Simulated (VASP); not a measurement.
# SrRe (Pm-3m) in VASP: further runs, part 2 of 2

VASP 6.6.1.

### Step 3. Single point, PBE

Input file INCAR:

```
ALGO = Normal
EDIFF = 1E-7
ENCUT = 520
GGA = PE
ISIF = 2
ISMEAR = 0
LASPH = True
LCHARG = False
LREAL = False
LWAVE = False
NBANDS = 16
NELM = 100
PREC = Accurate
SIGMA = 0.1
```

Input file KPOINTS:

```
k-points
0
Gamma
  16 16 16
```

Input file POSCAR:

```
SrRe
1.0
    3.6372017947      0.0000000000      0.0000000000
    0.0000000000      3.6372017947      0.0000000000
    0.0000000000      0.0000000000      3.6372017947
Sr Re
1 1
Direct
    0.0000000000      0.0000000000      0.0000000000
    0.5000000000      0.5000000000      0.5000000000
```

Potentials or basis: VASP PAW PBE potentials, release 64 (Sr_sv, Re).

Started as:

```bash
cat potpaw_PBE.64/Sr_sv/POTCAR potpaw_PBE.64/Re/POTCAR > POTCAR
mpirun -np 1 vasp_std > vasp.out
```

OUTCAR:

```text
EDIFF = 1E-7
   ENCUT = 520
   GGA = PE
   ISIF = 2
   ISMEAR = 0
   LASPH = True
   LREAL = False
   NELM = 100
   PREC = Accurate

 ion  position               nearest neighbor table
   1  0.000  0.000  0.000-   2 3.15   2 3.15   2 3.15   2 3.15   2 3.15   2 3.15   2 3.15   2 3.15

   2  0.500  0.500  0.500-   1 3.15   1 3.15   1 3.15   1 3.15   1 3.15   1 3.15   1 3.15   1 3.15

  LATTYP: Found a simple cubic cell.
 ALAT       =     3.6372017947

  Lattice vectors:

 A1 = (   3.6372017947,   0.0000000000,   0.0000000000)
 A2 = (   0.0000000000,   3.6372017947,   0.0000000000)
 A3 = (   0.0000000000,   0.0000000000,   3.6372017947)

Analysis of symmetry for initial positions (statically):
=====================================================================
 Subroutine PRICEL returns:
 Original cell was already a primitive cell.

 Routine SETGRP: Setting up the symmetry group for a
 simple cubic supercell.

 Subroutine GETGRP returns: Found 48 space group operations
 (whereof 48 operations were pure point group operations)
 out of a pool of 48 trial point group operations.

The static configuration has the point symmetry O_h .

[... 155 lines left out ...]
  ext. energy  EPLUGINS =         0.00000000
  ---------------------------------------------------
  free energy    TOTEN  =       -10.30642051 eV

  energy without entropy =      -10.27974226  energy(sigma->0) =      -10.29308138

 E-fermi :   3.5350     XC(G=0): -10.6766

 val. band max:        3.5346500849   @ k =   0.2500   0.2500   0.1250
 cond. band min:       3.5357252259   @ k =   0.3750   0.3750   0.3750
 fundamental gap:      0.0010751410
 Fermi energy:         3.5350350508

 k-point     1 :       0.0000    0.0000    0.0000
  band No.  band energies     occupation
      1     -30.1365      2.00000
      2     -12.0646      2.00000
      3     -12.0646      2.00000
      4     -12.0646      2.00000
      5      -1.6141      2.00000
      6       1.3281      2.00000
[... 433 lines left out ...]
      3     -12.1150      2.00000
      4     -12.0239      2.00000
      5       1.1716      2.00000
      6       2.2853      2.00000
[... 8 lines left out ...]
     15      11.2436      0.00000
     16      12.8496      0.00000

 [... further k-points ...]
[... 5 lines left out ...]
  --------------------------------------------------------------------------------------
  -------------------------------------------------------------------------------------
  Total        0.0652018      0.0652018      0.0652018      0.0000000      0.0000000     -0.0000000
  in kB        2.1710395      2.1710395      2.1710395      0.0000000      0.0000000     -0.0000000
  external PRESSURE =       2.1710395 kB  Pullay stress =       0.0000000 kB

 VOLUME and BASIS-vectors are now :
 -----------------------------------------------------------------------------
  energy-cutoff  :      520.00
  volume of cell :       48.12
      direct lattice vectors                 reciprocal lattice vectors
     3.637201795  0.000000000  0.000000000     0.274936629  0.000000000  0.000000000
     0.000000000  3.637201795  0.000000000     0.000000000  0.274936629  0.000000000
     0.000000000  0.000000000  3.637201795     0.000000000  0.000000000  0.274936629

 POSITION                                       TOTAL-FORCE (eV/Angst)
 -----------------------------------------------------------------------------------
      0.00000      0.00000      0.00000         0.000000      0.000000      0.000000
      1.81860      1.81860      1.81860         0.000000      0.000000      0.000000
 -----------------------------------------------------------------------------------
    total drift:                                0.000000      0.000000      0.000000

  FREE ENERGIE OF THE ION-ELECTRON SYSTEM (eV)
  ---------------------------------------------------
  free  energy   TOTEN  =       -10.3064205064 eV

  energy  without entropy=      -10.2797422568  energy(sigma->0) =      -10.29308138
```

stdout:

```text
POSCAR found type information on POSCAR SrRe
 POSCAR found :  2 types and       2 ions
 scaLAPACK will be used
 LDA part: xc-table for (Slater+PW92), standard interpolation
 POSCAR, INCAR and KPOINTS ok, starting setup
 FFT: planning ... GRIDC
 FFT: planning ... GRID_SOFT
 FFT: planning ... GRID
 WAVECAR not read
 entering main loop
```

It took 3.3 min on 1 thread of Intel Xeon 8259CL, shared host; peak memory 0.27 GiB.

What came out:

* Free energy: -10.3064 eV
* Pressure: 0.2 GPa

Caveat: spin-orbit coupling is left out, which moves the levels of the heavy elements.

### Step 4. Relaxation of cell and atoms, PBE

Input file INCAR:

```
SYSTEM = SrRe
ALGO     = Fast           ! electronic algorithm
EDIFF    = 1E-6           ! SCF threshold, eV
EDIFFG   = -0.01          ! ionic threshold
ENCUT    = 600            ! plane-wave cutoff, eV
GGA      = PE             ! functional
IBRION   = 2              ! ionic algorithm
ISIF     = 3              ! what is computed and relaxed
ISMEAR   = 0              ! smearing method
LASPH    = .TRUE.         ! aspherical terms in the spheres
LCHARG   = .FALSE.        ! write CHGCAR
LREAL    = .FALSE.        ! projectors in reciprocal space
LWAVE    = .FALSE.        ! write WAVECAR
NELM     = 80             ! most SCF steps
NSW      = 100            ! ionic steps
PREC     = Accurate       ! precision mode
SIGMA    = 0.1            ! smearing width, eV
```

Input file KPOINTS:

```
k-points
0
G
  16 16 16
  0 0 0
```

Input file POSCAR:

```
SrRe
1.0
    3.6393786775      0.0000000000      0.0000000000
    0.0000000000      3.6393786775      0.0000000000
    0.0000000000      0.0000000000      3.6393786775
Sr Re
1 1
Direct
    0.0000000000      0.0000000000      0.0000000000
    0.5000000000      0.5000000000      0.5000000000
```

Started as:

```bash
cat potpaw_PBE.64/Sr_sv/POTCAR potpaw_PBE.64/Re/POTCAR > POTCAR
mpirun -np 1 vasp_std > vasp.out
```

It took 9.1 min on 1 thread of Intel Xeon 8259CL, shared host; peak memory 0.3 GiB.

It converged, with:

* Free energy: -10.3070 eV
* Relaxed volume: 24.18 Å³/atom
* Relaxed cell: a = 3.643 Å, b = 3.643 Å, c = 3.643 Å, α = 90.00°, β = 90.00°, γ = 90.00°
* Space group after relaxing (to 0.05 Å): Pm-3m (No. 221)
* Energy gained by relaxing: 0.0 meV/atom
* Ionic steps: 2
* Pressure after relaxing: -0.1 GPa

Final structure:
```yaml
crystal:
  lattice:
    - [3.64338, 0.00000, 0.00000]
    - [0.00000, 3.64338, 0.00000]
    - [0.00000, 0.00000, 3.64338]
  atoms:
    - { symbol: Sr, position: [0.00000, 0.00000, 0.00000] }
    - { symbol: Re, position: [0.50000, 0.50000, 0.50000] }
```

Levels at points of the mesh, in eV from the Fermi level:
```
           k point  band 5  band 6  band 7  band 8  band 9  band 10  band 11  band 12
(0.00, 0.00, 0.00)   -5.14   -2.19   -2.19    0.32    0.32     0.32     4.93     4.93
(0.50, 0.00, 0.00)   -2.36   -1.34   -0.94    0.08    0.08     0.66     1.68     2.79
(0.50, 0.50, 0.00)   -3.03   -1.99   -0.74   -0.74    1.46     1.61     2.57     2.57
(0.50, 0.50, 0.50)   -0.59   -0.59   -0.59    0.59    0.59     0.59     1.53     1.53
```

Caveat: spin-orbit coupling is left out, which moves the levels of the heavy elements.

### Step 5. Summary

| task | cell | k mesh | cutoff (eV) | gap on the mesh (eV) | pressure (GPa) |
| --- | --- | --- | --- | --- | --- |
| single point | a = 3.639 Å, 2 atoms | 6 × 6 × 6 | 520 | none | 0.3 |
| single point | a = 3.637 Å, 2 atoms | 16 × 16 × 16 | 520 | none | 0.2 |
| relaxation of cell and atoms | relaxed from a = 3.639 Å, 2 atoms | 16 × 16 × 16 | 600 | none | -0.1 |

Alike in all rows: level PBE; potentials or basis VASP PAW PBE potentials, release 64 (Sr_sv, Re); no spin polarisation; smearing gaussian 0.1 eV.

Caveats: spin-orbit coupling is left out, which moves the levels of the heavy elements.

Total energies depend on the potentials used, so only differences within one code and one set of settings carry meaning.
